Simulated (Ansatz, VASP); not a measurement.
# Two plane-wave programs on Al32H

```xyz
33
Lattice="8.1000 0.0000 0.0000 0.0000 8.1000 0.0000 0.0000 0.0000 8.1000" Properties=species:S:1:pos:R:3 pbc="T T T"
Al    4.0568   -0.0050    0.0049
Al    6.0796    2.0174    0.0048
Al    6.0007    0.0747    2.0999
Al    0.0748    0.0743   -0.0742
Al    2.0437    2.0439   -0.0041
Al    4.0311    4.0313   -0.0042
Al    6.0006    6.0001   -0.0748
Al    2.0169   -0.0048    2.0201
Al    4.0312    2.0436    2.0291
Al    6.0796    4.0576    2.0200
Al    4.0311    0.0042    4.0687
Al    6.0708    2.0439    4.0688
Al    6.0797   -0.0049    6.0824
Al   -0.0051    4.0574    0.0048
Al    2.0168    6.0798    0.0047
Al   -0.0052    2.0177    2.0200
Al    2.0437    4.0312    2.0291
Al    4.0567    6.0800    2.0199
Al   -0.0051   -0.0048    4.0424
Al    2.0233    2.0235    4.0484
Al    4.0513    4.0515    4.0485
Al    6.0796    6.0799    4.0422
Al    2.0437    0.0041    6.0561
Al    4.0512    2.0236    6.0764
Al    6.0707    4.0312    6.0561
Al    0.0746    6.0008    2.0993
Al    0.0040    4.0313    4.0686
Al    2.0437    6.0709    4.0688
Al    0.0040    2.0436    6.0563
Al    2.0233    4.0515    6.0764
Al    4.0312    6.0708    6.0563
Al   -0.0052    6.0799    6.0821
H     7.0807    7.0879    1.0104
```

Alike in both runs: functional PBEsol; k mesh 3 × 3 × 3; occupations gaussian, width 0.1 eV; no spin polarisation.

Ansatz relaxed the structure, and its values are those at the end. VASP's run is a single point on that final structure, the one shown.

|  | VASP | Ansatz |
| --- | --- | --- |
| version | VASP 6.6.1 | Ansatz 0.2.0 |
| potentials or method | VASP PAW PBE potentials, release 64 (Al, H), cutoff 520 eV | scalar-relativistic, plane waves, PAW |
| valence electrons in the cell | 97 | 97 |

```tsv
	VASP	Ansatz	Ansatz less VASP
rms of the force components (eV/Å)	0.004	0.005	+0.0005
```

VASP's potentials were made for PBE, not for PBEsol.
